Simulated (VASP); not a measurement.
HgTe (Coloradoite):

```
Hg Te
1.0
     4.54599    0.00000    0.00000
     2.27299    3.93694    0.00000
     2.27299    1.31231    3.71178
Hg Te
1 1
Direct
  0.00000 0.00000 0.00000
  0.25000 0.25000 0.25000
```

Base run:

```yaml
Program: VASP 6.6.1
Functional: PBE
Potentials_or_basis: VASP PAW PBE potentials, release 64 (Hg, Te)
Cutoff: 520 eV
k_mesh: 8 × 8 × 8
Occupations: fermi-dirac, width 0.05 eV
Spin: no spin polarisation
```

Its results: band gap on the k mesh zero (filled and empty bands touch); pressure 4.6 GPa.

Problem. The run is repeated on the same cell with these changes: k mesh from 8 × 8 × 8 to 4 × 4 × 4. What comes out?

Solution. Band gap on the k mesh zero (filled and empty bands touch); pressure 5.1 GPa.

Caveats: some runs use coarse meshes; spin-orbit coupling is left out, which moves the levels of the heavy elements.
